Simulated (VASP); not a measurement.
# TiAl3 (an interface model) in VASP: notebook

The runs below take TiAl3 (an interface model) through single point, with PBEsol.

All numbers are computed with VASP 6.6.1; they aren't measurements. Logs are shortened: lines on timing, memory, paths and dates and some standing lists are left out, and cuts for length are marked.

### Step 1. The cell of the first run

The cell holds layers of an interface, 16 atoms: a = 3.948 Å, b = 3.948 Å, c = 16.121 Å, α = 90.00°, β = 90.00°, γ = 90.00°.

### Step 2. Single point, PBEsol

Contents of INCAR:

```
SYSTEM = TiAl3
  PREC = Accurate
  ENCUT = 520
  EDIFF = 1E-6
  ISMEAR = 0
  SIGMA = 0.1
  LREAL = Auto
  LASPH = .True.
  NELM = 100
  ALGO = Normal
  ISIF = 2
  LWAVE = .False.
  LCHARG = .False.
  GGA = PS
  NBANDS = 56
```

Contents of KPOINTS:

```
regular mesh
0
Gamma
  8 8 2
  0 0 0
```

Contents of POSCAR:

```
TiAl3
1.0
    3.9483448106      0.0000000000      0.0000000000
    0.0000000000      3.9483448106      0.0000000000
    0.0000000000      0.0000000000     16.1213498411
Ti Al
4 12
Direct
    0.0000000000      0.0000000000      0.0079299002
    0.0000000000      0.0000000000      0.2442466993
    0.5000000000      0.0000000000      0.6307533007
    0.5000000000      0.0000000000      0.8670700998
    0.5000000000      0.5000000000     -0.0050557013
    0.5000000000      0.0000000000      0.1238074101
    0.0000000000      0.5000000000      0.1238290904
    0.5000000000      0.5000000000      0.2490130177
    0.5000000000      0.0000000000      0.3704780009
    0.0000000000      0.5000000000      0.3748819859
    0.0000000000      0.0000000000      0.5045219991
    0.5000000000      0.5000000000      0.5001180141
    0.0000000000      0.5000000000      0.6259869823
    0.0000000000      0.0000000000      0.7511925899
    0.5000000000      0.5000000000      0.7511709096
    0.0000000000      0.5000000000      0.8800557013
```

Potentials or basis: VASP PAW PBE potentials, release 64 (Ti_sv, Al).

The run is started by

```bash
$ cat potpaw_PBE.64/Ti_sv/POTCAR potpaw_PBE.64/Al/POTCAR > POTCAR
$ mpirun -np 1 vasp_std > vasp.out
```

OUTCAR:

```text
SYSTEM = TiAl3
   PREC = Accurate
   ENCUT = 520
   EDIFF = 1E-6
   ISMEAR = 0
   LREAL = Auto
   LASPH = .True.
   NELM = 100
   ISIF = 2
   GGA = PS

 ion  position               nearest neighbor table
   1  0.000  0.000  0.008-   6 2.72   6 2.72   7 2.72   7 2.72   5 2.80   5 2.80   5 2.80   5 2.80
                            16 2.85  16 2.85
   2  0.000  0.000  0.244-   7 2.77   7 2.77   6 2.77   6 2.77   8 2.79   8 2.79   8 2.79   8 2.79
                             9 2.84   9 2.84  10 2.89  10 2.89
   3  0.500  0.000  0.631-  15 2.77  15 2.77  14 2.77  14 2.77  13 2.79  13 2.79  13 2.79  13 2.79
                            11 2.84  11 2.84  12 2.89  12 2.89
   4  0.500  0.000  0.867-  14 2.72  14 2.72  15 2.72  15 2.72  16 2.80  16 2.80  16 2.80  16 2.80
                             5 2.85   5 2.85
   5  0.500  0.500  0.995-  16 2.71  16 2.71   1 2.80   1 2.80   1 2.80   1 2.80   4 2.85   4 2.85
                             6 2.87   6 2.87   7 2.87   7 2.87
   6  0.500  0.000  0.124-   1 2.72   1 2.72   2 2.77   2 2.77   7 2.79   7 2.79   7 2.79   7 2.79
                             8 2.82   8 2.82   5 2.87   5 2.87
   7  0.000  0.500  0.124-   1 2.72   1 2.72   2 2.77   2 2.77   6 2.79   6 2.79   6 2.79   6 2.79
                             8 2.82   8 2.82   5 2.87   5 2.87
   8  0.500  0.500  0.249-   9 2.78   9 2.78   2 2.79   2 2.79   2 2.79   2 2.79   7 2.82   7 2.82
                             6 2.82   6 2.82  10 2.83  10 2.83
   9  0.500  0.000  0.370-   8 2.78   8 2.78  10 2.79  10 2.79  10 2.79  10 2.79   2 2.84   2 2.84
                            12 2.87  12 2.87  11 2.93  11 2.93
  10  0.000  0.500  0.375-   9 2.79   9 2.79   9 2.79   9 2.79  12 2.82  12 2.82   8 2.83   8 2.83
                            11 2.87  11 2.87   2 2.89   2 2.89
  11  0.000  0.000  0.505-  13 2.78  13 2.78  12 2.79  12 2.79  12 2.79  12 2.79   3 2.84   3 2.84
                            10 2.87  10 2.87   9 2.93   9 2.93
  12  0.500  0.500  0.500-  11 2.79  11 2.79  11 2.79  11 2.79  10 2.82  10 2.82  13 2.83  13 2.83
                             9 2.87   9 2.87   3 2.89   3 2.89
  13  0.000  0.500  0.626-  11 2.78  11 2.78   3 2.79   3 2.79   3 2.79   3 2.79  15 2.82  15 2.82
                            14 2.82  14 2.82  12 2.83  12 2.83
  14  0.000  0.000  0.751-   4 2.72   4 2.72   3 2.77   3 2.77  15 2.79  15 2.79  15 2.79  15 2.79
                            13 2.82  13 2.82  16 2.87  16 2.87
  15  0.500  0.500  0.751-   4 2.72   4 2.72   3 2.77   3 2.77  14 2.79  14 2.79  14 2.79  14 2.79
                            13 2.82  13 2.82  16 2.87  16 2.87
  16  0.000  0.500  0.880-   5 2.71   5 2.71   4 2.80   4 2.80   4 2.80   4 2.80   1 2.85   1 2.85
                            14 2.87  14 2.87  15 2.87  15 2.87

  LATTYP: Found a simple tetragonal cell.
 ALAT       =     3.9483448106
 C/A-ratio  =     4.0830653386

  Lattice vectors:

 A1 = (   3.9483448106,   0.0000000000,   0.0000000000)
 A2 = (   0.0000000000,   3.9483448106,   0.0000000000)
 A3 = (   0.0000000000,   0.0000000000,  16.1213498411)

Analysis of symmetry for initial positions (statically):
=====================================================================
 Subroutine PRICEL returns:
 Original cell was already a primitive cell.

 Routine SETGRP: Setting up the symmetry group for a
 simple tetragonal supercell.

 Subroutine GETGRP returns: Found  8 space group operations
 (whereof  4 operations were pure point group operations)
 out of a pool of 16 trial point group operations.

The static configuration has the point symmetry C_2v.
 The point group associated with its full space group is D_2h.

Analysis of symmetry for dynamics (positions and initial velocities):
=====================================================================
 Subroutine PRICEL returns:
 Original cell was already a primitive cell.

 Routine SETGRP: Setting up the symmetry group for a
 simple tetragonal supercell.

 Subroutine GETGRP returns: Found  8 space group operations
 (whereof  4 operations were pure point group operations)
 out of a pool of 16 trial point group operations.

The dynamic configuration has the point symmetry C_2v.
 The point group associated with its full space group is D_2h.

 Subroutine INISYM returns: Found  8 space group operations
 (whereof  4 operations are pure point group operations),
 and found     1 'primitive' translations

----------------------------------------------------------------------------------------

                                     Primitive cell

  volume of cell :     251.3226

  direct lattice vectors                    reciprocal lattice vectors
     3.948344811  0.000000000  0.000000000     0.253270686  0.000000000  0.000000000
     0.000000000  3.948344811  0.000000000     0.000000000  0.253270686  0.000000000
     0.000000000  0.000000000 16.121349841     0.000000000  0.000000000  0.062029545

  length of vectors
     3.948344811  3.948344811 16.121349841     0.253270686  0.253270686  0.062029545

  position of ions in fractional coordinates (direct lattice)
     0.000000000  0.000000000  0.007929900
     0.000000000  0.000000000  0.244246699
     0.500000000  0.000000000  0.630753301
     0.500000000  0.000000000  0.867070100
     0.500000000  0.500000000  0.994944299
     0.500000000  0.000000000  0.123807410
[... 8 lines left out ...]
     0.500000000  0.500000000  0.751170910
     0.000000000  0.500000000  0.880055701

  ion indices of the primitive-cell ions
   primitive index   ion index
                 1           1
                 2           2
                 3           3
                 4           4
                 5           5
                 6           6
[... 8 lines left out ...]
                15          15
                16          16

----------------------------------------------------------------------------------------

 KPOINTS: regular mesh

Automatic generation of k-mesh.
 Grid dimensions read from file:
 generate k-points for:    8    8    2

 Generating k-lattice:

  Cartesian coordinates                     Fractional coordinates (reciprocal lattice)
     0.031658836  0.000000000  0.000000000     0.125000000  0.000000000  0.000000000
     0.000000000  0.031658836  0.000000000     0.000000000  0.125000000  0.000000000
     0.000000000  0.000000000  0.031014773     0.000000000  0.000000000  0.500000000

  Length of vectors
     0.031658836  0.031658836  0.031014773

  Shift w.r.t. Gamma in fractional coordinates (k-lattice)
     0.000000000  0.000000000  0.000000000

 Subroutine IBZKPT returns following result:
 ===========================================

 Found     50 irreducible k-points:

 Following reciprocal coordinates:
            Coordinates               Weight
  0.000000  0.000000  0.000000      1.000000
  0.125000  0.000000  0.000000      2.000000
  0.000000  0.125000  0.000000      2.000000
  0.250000  0.000000  0.000000      2.000000
  0.000000  0.250000  0.000000      2.000000
  0.375000  0.000000  0.000000      2.000000
[... 16 lines left out ...]
  0.500000  0.375000  0.000000      2.000000
 -0.375000  0.500000  0.000000      2.000000
 [... further k-points ...]
   k-points           NKPTS =     50   k-points in BZ     NKDIM =     50   number of bands    NBANDS=     56
   number of dos      NEDOS =    301   number of ions     NIONS =     16
   total plane-waves  NPLWV = 108000
   dimension x,y,z NGX =    30 NGY =   30 NGZ =  120
   dimension x,y,z NGXF=    60 NGYF=   60 NGZF=  240
   ions per type =               4  12
   NGX,Y,Z   is equivalent  to a cutoff of  12.63, 12.63, 12.37 a.u.
   NGXF,Y,Z  is equivalent  to a cutoff of  25.26, 25.26, 24.75 a.u.
 SYSTEM =  TiAl3
   PREC   = accura    normal or accurate (medium, high low for compatibility)
   ISTART =      0    job   : 0-new  1-cont  2-samecut
   ICHARG =      2    charge: 1-file 2-atom 10-const
   ISPIN  =      1    spin polarized calculation?
   LNONCOLLINEAR =      F non collinear calculations
   LSORBIT =      F    spin-orbit coupling
   LASPH  =      T    aspherical Exc in radial PAW
   ENCUT  =  520.0 eV  38.22 Ry    6.18 a.u.   7.34  7.34 29.98*2*pi/ulx,y,z
   NELM   =    100;   NELMIN=  2; NELMDL= -5     # of ELM steps
   EDIFF  = 0.1E-05   stopping-criterion for ELM
   LREAL  =      T    real-space projection
   EDIFFG = 0.1E-04   stopping-criterion for IOM
   NSW    =      0    number of steps for IOM
   IBRION =     -1    ionic relax: 0-MD 1-quasi-New 2-CG
   NFREE  =      0    steps in history (QN), initial steepest desc. (CG)
   ISIF   =      2    stress and relaxation
   ISYM   =      2    0-nonsym 1-usesym 2-fastsym
   POTIM  = 0.5000    time-step for ionic-motion
   TEBEG  =    0.0;   TEEND  =   0.0 temperature during run
   PSTRESS=    0.0 pullay stress
   NELECT =      84.0000    total number of electrons
   NUPDOWN=      -1.0000    fix difference up-down
   EMIN   =  10.00;   EMAX   =-10.00  energy-range for DOS
   EFERMI =   0.00;   METHOD = LEGACY
   ISMEAR =     0;   SIGMA  =   0.10  broadening in eV -4-tet -1-fermi 0-gaus
   EFERMI_NEDOS =   21; number of points for ismear=-14 and -15
   IALGO  =     38    algorithm
   IMIX   =      4    mixing-type and parameters
     AMIX     =   0.40;   BMIX     =  1.00
     AMIX_MAG =   1.60;   BMIX_MAG =  1.00
  volume/ion in A,a.u.               =      15.71       106.00
  Fermi-wavevector in a.u.,A,eV,Ry     =   1.136120  2.146955 17.561963  1.290768
  Thomas-Fermi vector in A             =   2.272825
   LORBIT       =      0    0 simple, 1 ext, 2 COOP (PROOUT), +10 PAW based schemes
   GGA     = PS    functional components
   LHFCALC =     F    Hartree Fock is set to
   AEXX    =    0.0000 exact exchange contribution
   IVDW    =     0    specifies the selected vdW correction
   LEPSILON=     F    determine dielectric tensor
   LRPA    =     F    only Hartree local field effects (RPA)
 non-spin polarized calculation
 Gauss-broadening in eV      SIGMA  =   0.10
  energy-cutoff  :      520.00
  volume of cell :      251.32
 maximum number of plane-waves:      6836
 NGX is ok and might be reduce to    30
   NGX = 15   NGY = 15   NGZ = 59

 number of electron      83.9999986 magnetization

 Free energy of the ion-electron system (eV)
  ---------------------------------------------------
  ext. energy  EPLUGINS =         0.00000000
  ---------------------------------------------------
  free energy    TOTEN  =       -87.79945394 eV

  energy without entropy =      -87.75227958  energy(sigma->0) =      -87.77586676

 E-fermi :   8.6775     XC(G=0): -10.8550

 val. band max:        8.6723430884   @ k =   0.1250   0.1250   0.0000
 cond. band min:       8.6889276853   @ k =   0.5000   0.5000   0.5000
 fundamental gap:      0.0165845969
 Fermi energy:         8.6774969309

 k-point     1 :       0.0000    0.0000    0.0000
  band No.  band energies     occupation
      1     -48.0208      2.00000
      2     -48.0208      2.00000
      3     -47.7873      2.00000
      4     -47.7597      2.00000
      5     -24.4350      2.00000
      6     -24.4350      2.00000
[... 46 lines left out ...]
     53       9.8605      0.00000
     54      10.1103      0.00000

 k-point     2 :       0.1250    0.0000    0.0000
  band No.  band energies     occupation
      1     -48.0207      2.00000
      2     -48.0207      2.00000
      3     -47.7861      2.00000
      4     -47.7606      2.00000
      5     -24.4348      2.00000
      6     -24.4348      2.00000
[... 46 lines left out ...]
     53      10.0812      0.00000
     54      10.6614      0.00000
[... 1195 lines left out ...]
     53      10.1901      0.00000
     54      10.1901      0.00000

 k-point    24 :      -0.3750    0.5000    0.0000
  band No.  band energies     occupation
      1     -48.0193      2.00000
      2     -48.0193      2.00000
      3     -47.7773      2.00000
      4     -47.7667      2.00000
      5     -24.4528      2.00000
      6     -24.4528      2.00000
[... 46 lines left out ...]
     53      10.0341      0.00000
     54      10.0612      0.00000

 [... further k-points ...]

 [bands above 54 left out]

------------------------ aborting loop because EDIFF is reached ----------------------------------------

  FORCE on cell =-STRESS in cart. coord.  units (eV):
  Direction    XX          YY          ZZ          XY          YZ          ZX
  --------------------------------------------------------------------------------------
  -------------------------------------------------------------------------------------
  Total       -1.6989119     -1.5041090      0.2324705      0.0000000      0.0000000      0.0000000
  in kB      -10.8305343     -9.5886695      1.4819958      0.0000000      0.0000000      0.0000000
  external PRESSURE =      -6.3124027 kB  Pullay stress =       0.0000000 kB

 VOLUME and BASIS-vectors are now :
 -----------------------------------------------------------------------------
  energy-cutoff  :      520.00
  volume of cell :      251.32
      direct lattice vectors                 reciprocal lattice vectors
     3.948344811  0.000000000  0.000000000     0.253270686  0.000000000  0.000000000
     0.000000000  3.948344811  0.000000000     0.000000000  0.253270686  0.000000000
     0.000000000  0.000000000 16.121349841     0.000000000  0.000000000  0.062029545

 POSITION                                       TOTAL-FORCE (eV/Angst)
 -----------------------------------------------------------------------------------
      0.00000      0.00000      0.12784         0.000000      0.000000      0.012633
      0.00000      0.00000      3.93759         0.000000      0.000000     -0.005378
      1.97417      0.00000     10.16859         0.000000      0.000000      0.005378
      1.97417      0.00000     13.97834         0.000000      0.000000     -0.012633
      1.97417      1.97417     16.03985         0.000000      0.000000      0.006556
      1.97417      0.00000      1.99594         0.000000      0.000000      0.001496
[... 8 lines left out ...]
      1.97417      1.97417     12.10989         0.000000      0.000000     -0.002424
      0.00000      1.97417     14.18769         0.000000      0.000000     -0.006556
 -----------------------------------------------------------------------------------
    total drift:                                0.000000     -0.000000      0.000000

  FREE ENERGIE OF THE ION-ELECTRON SYSTEM (eV)
  ---------------------------------------------------
  free  energy   TOTEN  =       -87.7994539405 eV

  energy  without entropy=      -87.7522795759  energy(sigma->0) =      -87.77586676
```

Wall time 13 min (1 thread of Intel Xeon Platinum 8488C (Sapphire Rapids), shared host); peak memory 0.58 GiB.

Results:

- Free energy: -87.7995 eV
- Pressure: -0.6 GPa
- Largest force: 0.013 eV/Å
- Band gap on the k mesh: zero (bands 42 and 43 overlap by 1.29 eV)

Forces on the atoms (eV/Å):
```
Ti   0.000  0.000  0.013
Ti   0.000  0.000 -0.005
Ti   0.000  0.000  0.005
Ti   0.000  0.000 -0.013
Al   0.000  0.000  0.007
Al   0.000  0.000  0.001
Al   0.000  0.000  0.002
Al   0.000  0.000 -0.002
Al   0.000  0.000 -0.006
Al   0.000  0.000 -0.001
Al   0.000  0.000  0.006
Al   0.000  0.000  0.001
Al   0.000  0.000  0.002
Al   0.000  0.000 -0.001
Al   0.000  0.000 -0.002
Al   0.000  0.000 -0.007
```

Caveat: the PAW data sets were made with another functional, which shifts forces and pressure a little.

### Step 3. Single point, PBEsol

Contents of INCAR:

```
PREC = Accurate
ENCUT = 520
EDIFF = 1E-6
ISMEAR = 0
SIGMA = 0.1
LREAL = Auto
LASPH = T
NELM = 80
ALGO = Fast
ISIF = 2
LWAVE = F
LCHARG = F
GGA = PS
NBANDS = 56
```

Contents of KPOINTS:

```
regular mesh
0
Gamma
  12 12 4
```

POSCAR is that of step 2.

Potentials or basis: VASP PAW PBE potentials, release 64 (Ti_sv, Al).

The run is started by

```bash
$ cat potpaw_PBE.64/Ti_sv/POTCAR potpaw_PBE.64/Al/POTCAR > POTCAR
$ mpirun -np 1 vasp_std > vasp.out
```

It took 2.2 h on 1 thread of Oxide Virtual Turin-like, shared host; peak memory 1.1 GiB.

It converged, with:

```
Free energy            : -87.7953 eV
Pressure               : -0.7 GPa
Largest force          : 0.034 eV/Å
Band gap on the k mesh : zero (bands 42 and 43 overlap by 1.23 eV)
```

Forces on the atoms (eV/Å):
```
Ti   0.000  0.000  0.011
Ti   0.000  0.000 -0.034
Ti   0.000  0.000  0.034
Ti   0.000  0.000 -0.011
Al   0.000  0.000  0.009
Al   0.000  0.000  0.019
Al   0.000  0.000  0.010
Al   0.000  0.000 -0.022
Al   0.000  0.000 -0.019
Al   0.000  0.000 -0.014
Al   0.000  0.000  0.019
Al   0.000  0.000  0.014
Al   0.000  0.000  0.022
Al   0.000  0.000 -0.019
Al   0.000  0.000 -0.010
Al   0.000  0.000 -0.009
```

Stress tensor (GPa, compression positive):
```
-1.19  0.00  0.00
 0.00 -0.93  0.00
 0.00  0.00  0.15
```

Levels at points of the mesh, in eV from the Fermi level:
```tsv
k point	band 38	band 39	band 40	band 41	band 42	band 43	band 44	band 45	band 46	band 47
(0.00, 0.00, 0.00)	-0.93	-0.70	-0.69	-0.30	-0.08	0.21	0.35	0.38	0.55	0.57
(0.50, 0.00, 0.00)	-1.09	-0.79	-0.79	0.21	0.21	0.92	0.92	0.99	0.99	1.03
(0.00, 0.50, 0.00)	-0.48	-0.33	-0.05	0.51	0.56	0.65	0.74	0.87	0.96	1.02
(0.50, 0.50, 0.00)	-2.30	-2.03	-2.03	-1.06	-1.06	-0.24	-0.24	-0.11	-0.11	1.03
(0.00, 0.00, 0.50)	-0.93	-0.70	-0.69	-0.36	-0.14	0.21	0.34	0.39	0.51	0.65
(0.50, 0.00, 0.50)	-1.06	-0.72	-0.72	0.07	0.07	0.96	0.96	1.03	1.03	1.14
(0.00, 0.50, 0.50)	-0.55	-0.04	0.02	0.11	0.61	0.64	0.66	0.98	0.99	1.08
(0.50, 0.50, 0.50)	-2.33	-1.43	-1.43	-1.25	-1.25	-0.52	-0.52	0.00	0.00	1.03
```

Caveat: the PAW data sets were made with another functional, which shifts forces and pressure a little.
